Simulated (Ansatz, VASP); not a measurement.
**NaF: VASP beside Ansatz**

```
Na F
1.0
     0.00000    2.28589    2.28589
     2.28589    0.00000    2.28589
     2.28589    2.28589    0.00000
Na F
1 1
Direct
  0.00000 0.00000 0.00000
  0.50000 0.50000 0.50000
```

Change from the starting cell: volume scaled by 1, PAW files.

Alike in both runs: task electric field gradients; functional PBE; k mesh 11 × 11 × 11; occupations fermi-dirac, width 0.03 eV; no spin polarisation.

|  | VASP | Ansatz |
| --- | --- | --- |
| version | VASP 6.6.1 | Ansatz 0.2.0 |
| potentials or method | VASP PAW PBE potentials, release 64 (Na_pv, F) | PAW with Ansatz's default frozen-core files, scalar-relativistic |
| plane-wave cutoff (eV) | 520 | 420 |
| valence electrons in the cell | 14 | 16 |

|  | VASP | Ansatz | Ansatz less VASP |
| --- | --- | --- | --- |
| gap on the k mesh at the Fermi level (eV) | 6.52 | 6.54 | +0.016 |
| pressure (GPa) | 4.4 | 4.5 | +0.09 |

VASP's potentials hold 14 valence electrons a cell and Ansatz's 16, so a difference there can come from the potentials and not from the codes.
